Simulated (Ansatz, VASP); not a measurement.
# InSe2: VASP beside Ansatz

```
In Se
1.0
     3.89489    0.00000    0.00000
     0.00000    3.89489    0.00000
     0.00000    0.00000    9.62623
In Se
2 4
Direct
  0.00000 0.50000 0.70647
  0.50000 0.00000 0.29353
  0.00000 0.50000 0.36621
  0.50000 0.00000 0.63379
  0.00000 0.00000 0.00000
  0.50000 0.50000 0.00000
```

Alike in both runs: task single point; functional PBE; k mesh 14 × 14 × 6; occupations gaussian, width 0.1 eV; no spin polarisation.

```csv
,VASP,Ansatz
version,VASP 6.6.1,Ansatz 0.2.0
potentials or method,"VASP PAW PBE potentials, release 64 (In_d, Se), cutoff 520 eV","scalar-relativistic, plane waves, PAW"
valence electrons in the cell,50,90
```

|  | VASP | Ansatz | Ansatz less VASP |
| --- | --- | --- | --- |
| gap on the k mesh at the Fermi level (eV) | none | none | - |
| pressure (GPa) | -0.2 | -0.2 | -0.02 |
| traceless stress, the component that is largest in VASP (GPa) | 0.72 | 0.74 | +0.016 |
| rms of the force components (eV/Å) | 0.028 | 0.028 | +0.0001 |

Atom by atom the forces differ by 0.000 eV/Å (rms over components). A gap of «none» marks a metal or a gap that the smearing closes. VASP's potentials hold 50 valence electrons a cell and Ansatz's 90, so a difference there can come from the potentials and not from the codes.
